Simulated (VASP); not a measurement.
Input of a VASP 6.6.1 run:

INCAR

```
  PREC = Accurate
  ENCUT = 520
  EDIFF = 1E-7
  ISMEAR = 0
  SIGMA = 0.01
  LREAL = False
  LASPH = True
  NELM = 60
  ALGO = Normal
  ISIF = 2
  LWAVE = False
  LCHARG = False
  GGA = CA
  NBANDS = 16
```

KPOINTS

```
regular mesh
0
Gamma
  10 10 10
```

Contents of POSCAR:

```
Si
1.0
   -3.3374013478      3.3374013478      1.9232881732
    3.3374013478     -3.3374013478      1.9232881732
    3.3374013478      3.3374013478     -1.9232881732
Si
4
Direct
    0.1785551281      0.1785551281      0.3571102561
    0.8214448719      0.8214448719      0.6428897439
    0.1785551281      0.8214448719      0.0000000000
    0.8214448719      0.1785551281      0.0000000000
```

Potentials or basis: VASP PAW LDA potentials, release 64 (Si).

Run with:

```sh
$ cat potpaw_LDA.64/Si/POTCAR > POTCAR
$ mpirun -np 1 vasp_std > vasp.out
```

Q: What does it give for the pressure?

A: -2.4 GPa.

Q: Predict the band gap on the k mesh.

A: 0.29 eV (least direct gap 0.35 eV).

A k mesh can miss the band edges.
